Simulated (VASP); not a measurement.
## BP: single point with PBE-based screened hybrid

The system is BP.

```
CELL_PARAMETERS angstrom
0.00000 2.26832 2.26832
2.26832 0.00000 2.26832
2.26832 2.26832 0.00000
ATOMIC_POSITIONS crystal
B 0.00000 0.00000 0.00000
P 0.25000 0.25000 0.25000
```

```json
{
  "Program": "VASP 6.6.1",
  "Task": "single point",
  "Functional": "PBE-based screened hybrid",
  "Potentials or basis": "VASP PAW PBE potentials, release 64 (B, P)",
  "Cutoff": "520 eV",
  "k mesh": "4 × 4 × 4",
  "Occupations": "gaussian, width 0.01 eV",
  "Spin": "no spin polarisation",
  "Dipole correction": "no",
  "Grid for exact exchange (PRECFOCK)": "Normal",
  "Share of exact exchange": "0.2",
  "Further INCAR settings": "ALGO = Normal; EDIFF = 1e-07; NBANDS = 11",
  "Screening parameter": "0.1 1/Å"
}
```

| Property | Result |
| --- | --- |
| Pressure | -0.6 GPa |
| Band gap on the k mesh | 2.23 eV, indirect (least direct gap 4.46 eV) |

Levels at points of the mesh, in eV from the valence-band top:
| k point | band 1 | band 2 | band 3 | band 4 | band 5 | band 6 | band 7 | band 8 | band 9 |
| --- | --- | --- | --- | --- | --- | --- | --- | --- | --- |
| (0.00, 0.00, 0.00) | -16.79 | 0.00 | 0.00 | 0.00 | 4.46 | 4.46 | 4.46 | 8.79 | 12.70 |
| (0.50, 0.00, 0.00) | -13.19 | -9.83 | -1.91 | -1.91 | 4.89 | 5.83 | 5.83 | 11.43 | 16.21 |
| (0.50, 0.50, 0.00) | -11.50 | -9.39 | -4.46 | -4.46 | 2.23 | 2.57 | 13.83 | 13.83 | 16.97 |

It took 2.3 min on 1 thread of Intel Xeon 8259CL, on a shared host, peak memory 0.23 GiB.

Caveat: the k points lie up to 0.60 Å⁻¹ apart; the PAW data sets were made with another functional, which shifts forces and pressure a little. A k mesh can miss the band edges.
